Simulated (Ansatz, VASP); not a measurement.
## One calculation of SnSe, two programs

```
Sn Se
1.0
     0.00000    3.01000    3.10030
     3.01000    0.00000    3.10030
     3.01000    3.01000    0.00000
Sn Se
1 1
Direct
  0.00000 0.00000 0.00000
  0.50000 0.50000 0.50000
```

Change from the starting cell: strain +0.0300 x Voigt [0, 0, 1, 0, 0, 0], atoms carried along.

Alike in both runs: task single point; functional r2SCAN; k mesh 10 × 10 × 10; occupations gaussian, width 0.05 eV; no spin polarisation.

|  | VASP | Ansatz |
| --- | --- | --- |
| version | VASP 6.6.1 | Ansatz 0.2.0 |
| potentials or method | VASP PAW PBE potentials, release 64 (Sn_d, Se), cutoff 520 eV | scalar-relativistic, plane waves, PAW |
| valence electrons in the cell | 20 | 30 |

|  | VASP | Ansatz | Ansatz less VASP |
| --- | --- | --- | --- |
| gap on the k mesh at the Fermi level (eV) | 0.35 | 0.35 | 0.000 |
| least direct gap on the mesh (eV) | 0.35 | 0.35 | 0.000 |
| pressure (GPa) | -1.4 | -1.4 | 0.00 |
| traceless stress, the component that is largest in VASP (GPa) | -1.99 | -1.99 | +0.005 |

VASP's potentials were made for PBE, not for r2SCAN. VASP's potentials hold 20 valence electrons a cell and Ansatz's 30, so a difference there can come from the potentials and not from the codes.
